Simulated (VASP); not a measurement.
# Cu (I4/mmm) in VASP: further runs

The runs below take Cu through single point, with LDA.

All numbers are computed with VASP 6.6.1; they aren't measurements. Logs are shortened: lines on timing, memory, paths and dates and some standing lists are left out, and cuts for length are marked.

### 1 The cell of the first run

It takes space group I4/mmm (No. 139, tetragonal). The conventional cell has a = 2.902 Å, b = 2.902 Å, c = 2.491 Å, α = 90.00°, β = 90.00°, γ = 90.00°. Cu (site symmetry 4/mmm) has 14 Cu at 2.40 to 2.90 Å within 3.2 Å.

### 2 Single point, LDA (10.49 Å³/atom)

File INCAR:

```
SYSTEM = Cu
ALGO = Normal
EDIFF = 1E-6
ENCUT = 820
GGA_COMPAT = .False.
ISIF = 2
ISMEAR = 0
LASPH = .True.
LCHARG = .True.
LELF = .True.
LREAL = .False.
LVHAR = .True.
LWAVE = .False.
NBANDS = 16
NELM = 120
PREC = Accurate
SIGMA = 0.15
```

File KPOINTS:

```
k-points
0
Gamma
  24 24 24
  0 0 0
```

File POSCAR:

```
Cu
1.0
   -1.4511747929      1.4511747929      1.2455433247
    1.4511747929     -1.4511747929      1.2455433247
    1.4511747929      1.4511747929     -1.2455433247
Cu
1
Direct
    0.0000000000      0.0000000000      0.0000000000
```

Potentials or basis: VASP PAW LDA potentials, release 64 (Cu_sv_GW).

Command:

```console
> cat potpaw_LDA.64/Cu_sv_GW/POTCAR > POTCAR
> mpirun -np 1 vasp_std > vasp.out
```

OUTCAR:

```text
SYSTEM = Cu
   EDIFF = 1E-6
   ENCUT = 820
   ISIF = 2
   ISMEAR = 0
   LASPH = .True.
   LREAL = .False.
   NELM = 120
   PREC = Accurate

 ion  position               nearest neighbor table
   1  0.000  0.000  0.000-

  LATTYP: Found a body centered tetragonal cell.
 ALAT       =     2.9023495858
 C/A-ratio  =     0.8583000000

  Lattice vectors:

 A1 = (  -1.4511747929,   1.4511747929,   1.2455433247)
 A2 = (   1.4511747929,  -1.4511747929,   1.2455433247)
 A3 = (   1.4511747929,   1.4511747929,  -1.2455433247)

Analysis of symmetry for initial positions (statically):
=====================================================================
 Subroutine PRICEL returns:
 Original cell was already a primitive cell.

 Routine SETGRP: Setting up the symmetry group for a
 body centered tetragonal supercell.

 Subroutine GETGRP returns: Found 16 space group operations
 (whereof 16 operations were pure point group operations)
 out of a pool of 16 trial point group operations.

The static configuration has the point symmetry D_4h.

Analysis of symmetry for dynamics (positions and initial velocities):
=====================================================================
 Subroutine PRICEL returns:
 Original cell was already a primitive cell.

 Routine SETGRP: Setting up the symmetry group for a
 body centered tetragonal supercell.

 Subroutine GETGRP returns: Found 16 space group operations
 (whereof 16 operations were pure point group operations)
 out of a pool of 16 trial point group operations.

The dynamic configuration has the point symmetry D_4h.

 Subroutine INISYM returns: Found 16 space group operations
 (whereof 16 operations are pure point group operations),
 and found     1 'primitive' translations

----------------------------------------------------------------------------------------

                                     Primitive cell

  volume of cell :      10.4920

  direct lattice vectors                    reciprocal lattice vectors
    -1.451174793  1.451174793  1.245543325     0.000000000  0.344548432  0.401431239
     1.451174793 -1.451174793  1.245543325     0.344548432  0.000000000  0.401431239
     1.451174793  1.451174793 -1.245543325     0.344548432  0.344548432  0.000000000

  length of vectors
     2.400665477  2.400665477  2.400665477     0.529018584  0.529018584  0.487265066

  position of ions in fractional coordinates (direct lattice)
     0.000000000  0.000000000  0.000000000

  ion indices of the primitive-cell ions
[... 73 lines left out ...]
   NELM   =    120;   NELMIN=  2; NELMDL= -5     # of ELM steps
   EDIFF  = 0.1E-05   stopping-criterion for ELM
   LREAL  =      F    real-space projection
   EDIFFG = 0.1E-04   stopping-criterion for IOM
   NSW    =      0    number of steps for IOM
   IBRION =     -1    ionic relax: 0-MD 1-quasi-New 2-CG
   NFREE  =      0    steps in history (QN), initial steepest desc. (CG)
   ISIF   =      2    stress and relaxation
   ISYM   =      2    0-nonsym 1-usesym 2-fastsym
   POTIM  = 0.5000    time-step for ionic-motion
   TEBEG  =    0.0;   TEEND  =   0.0 temperature during run
   PSTRESS=    0.0 pullay stress
   NELECT =      19.0000    total number of electrons
   NUPDOWN=      -1.0000    fix difference up-down
   EMIN   =  10.00;   EMAX   =-10.00  energy-range for DOS
   EFERMI =   0.00;   METHOD = LEGACY
   ISMEAR =     0;   SIGMA  =   0.15  broadening in eV -4-tet -1-fermi 0-gaus
   EFERMI_NEDOS =   21; number of points for ismear=-14 and -15
   IALGO  =     38    algorithm
   IMIX   =      4    mixing-type and parameters
     AMIX     =   0.40;   BMIX     =  1.00
     AMIX_MAG =   1.60;   BMIX_MAG =  1.00
  volume/ion in A,a.u.               =      10.49        70.80
  Fermi-wavevector in a.u.,A,eV,Ry     =   1.995446  3.770846 54.175732  3.981804
  Thomas-Fermi vector in A             =   3.012131
   LORBIT       =      0    0 simple, 1 ext, 2 COOP (PROOUT), +10 PAW based schemes
   GGA     = CA    functional components
   LHFCALC =     F    Hartree Fock is set to
   AEXX    =    0.0000 exact exchange contribution
   IVDW    =     0    specifies the selected vdW correction
   LEPSILON=     F    determine dielectric tensor
   LRPA    =     F    only Hartree local field effects (RPA)
 non-spin polarized calculation
 Gauss-broadening in eV      SIGMA  =   0.15
  energy-cutoff  :      820.00
  volume of cell :       10.49
 maximum number of plane-waves:       580
   NGX = 11   NGY = 11   NGZ = 11

 number of electron      18.9999998 magnetization

 Free energy of the ion-electron system (eV)
  ---------------------------------------------------
  ext. energy  EPLUGINS =         0.00000000
  ---------------------------------------------------
  free energy    TOTEN  =        -4.79961724 eV

  energy without entropy =       -4.79592668  energy(sigma->0) =       -4.79777196

 E-fermi :   8.7822     XC(G=0): -14.6070

 val. band max:        8.7808710242   @ k =   0.4583   0.4167   0.0417
 cond. band min:       8.7889818226   @ k =   0.5000   0.2083   0.1250
 fundamental gap:      0.0081107984
 Fermi energy:         8.7822474218

 k-point     1 :       0.0000    0.0000    0.0000
  band No.  band energies     occupation
      1    -103.0765      2.00000
      2     -60.9449      2.00000
      3     -60.9297      2.00000
      4     -60.9297      2.00000
      5      -1.5966      2.00000
      6       4.7611      2.00000
[... 433 lines left out ...]
      3     -60.9947      2.00000
      4     -60.9534      2.00000
      5       3.0058      2.00000
      6       4.1044      2.00000
[... 8 lines left out ...]
     15      34.3464      0.00000
     16      42.5708      0.00000

 [... further k-points ...]

------------------------ aborting loop because EDIFF is reached ----------------------------------------

  FORCE on cell =-STRESS in cart. coord.  units (eV):
  Direction    XX          YY          ZZ          XY          YZ          ZX
  --------------------------------------------------------------------------------------
  -------------------------------------------------------------------------------------
  Total        0.4287629      0.4287629      0.8176674      0.0000000      0.0000000     -0.0000000
  in kB       65.4740908     65.4740908    124.8616296      0.0000000      0.0000000     -0.0000000
  external PRESSURE =      85.2699371 kB  Pullay stress =       0.0000000 kB

 VOLUME and BASIS-vectors are now :
 -----------------------------------------------------------------------------
  energy-cutoff  :      820.00
  volume of cell :       10.49
      direct lattice vectors                 reciprocal lattice vectors
    -1.451174793  1.451174793  1.245543325     0.000000000  0.344548432  0.401431239
     1.451174793 -1.451174793  1.245543325     0.344548432  0.000000000  0.401431239
     1.451174793  1.451174793 -1.245543325     0.344548432  0.344548432  0.000000000

 POSITION                                       TOTAL-FORCE (eV/Angst)
 -----------------------------------------------------------------------------------
      0.00000      0.00000      0.00000         0.000000      0.000000     -0.000000
 -----------------------------------------------------------------------------------
    total drift:                                0.000000      0.000000     -0.000000

  FREE ENERGIE OF THE ION-ELECTRON SYSTEM (eV)
  ---------------------------------------------------
  free  energy   TOTEN  =        -4.7996172371 eV

  energy  without entropy=       -4.7959266804  energy(sigma->0) =       -4.79777196
```

Run time: 2.1 min. Hardware: 1 thread of Intel Xeon Platinum 8488C (Sapphire Rapids), shared host; peak memory 0.51 GiB.

Results:

* Free energy: -4.7996 eV
* Pressure: 8.5 GPa
* Band gap on the k mesh: zero (an odd number of electrons rules out a gap without spin polarisation)

Caveat: the stress differs along the axes, from 7 to 12 GPa.

### 3 Single point, LDA (10.27 Å³/atom)

This run uses another cell than the first one, of 10.27 Å³/atom.

File INCAR:

```
SYSTEM = Cu
  PREC = Accurate
  ENCUT = 820
  EDIFF = 1E-6
  ISMEAR = 0
  SIGMA = 0.15
  LREAL = .False.
  LASPH = .True.
  NELM = 120
  ALGO = Normal
  ISIF = 2
  LWAVE = .False.
  LCHARG = .False.
  GGA = CA
  NBANDS = 16
  GGA_COMPAT = .False.
```

File KPOINTS:

```
Automatic mesh
0
Gamma
  24 24 24
  0 0 0
```

File POSCAR:

```
Cu
1.0
   -1.4410536591      1.4410536591      1.2368563556
    1.4410536591     -1.4410536591      1.2368563556
    1.4410536591      1.4410536591     -1.2368563556
Cu
1
Direct
    0.0000000000      0.0000000000      0.0000000000
```

Potentials or basis: VASP PAW LDA potentials, release 64 (Cu_sv_GW).

Command:

```console
> cat potpaw_LDA.64/Cu_sv_GW/POTCAR > POTCAR
> mpirun -np 1 vasp_std > vasp.out
```

Run time: 3.3 min. Hardware: 1 thread of Intel Xeon 6975P-C (Granite Rapids), shared host; peak memory 0.5 GiB.

It converged, with:

* Free energy: -4.7823 eV
* Pressure: 13.6 GPa
* Band gap on the k mesh: zero (an odd number of electrons rules out a gap without spin polarisation)

Stress tensor (GPa, compression positive):
```
11.39  0.00  0.00
 0.00 11.39  0.00
 0.00  0.00 18.09
```

Levels at points of the mesh, in eV from the Fermi level:
| k point | band 8 | band 9 | band 10 | band 11 | band 12 | band 13 |
| --- | --- | --- | --- | --- | --- | --- |
| (0.00, 0.00, 0.00) | -3.31 | -2.96 | -2.08 | 24.31 | 24.31 | 28.71 |
| (0.50, 0.00, 0.00) | -1.82 | -1.51 | -0.49 | 5.85 | 17.44 | 17.75 |
| (0.50, 0.50, 0.00) | -2.44 | -1.83 | -1.55 | 3.96 | 21.71 | 22.93 |
| (0.50, 0.50, 0.50) | -1.73 | -1.56 | 6.71 | 6.71 | 13.22 | 13.36 |

Caveat: the stress differs along the axes, from 11 to 18 GPa.

(Part 1 of 2 ends here.)
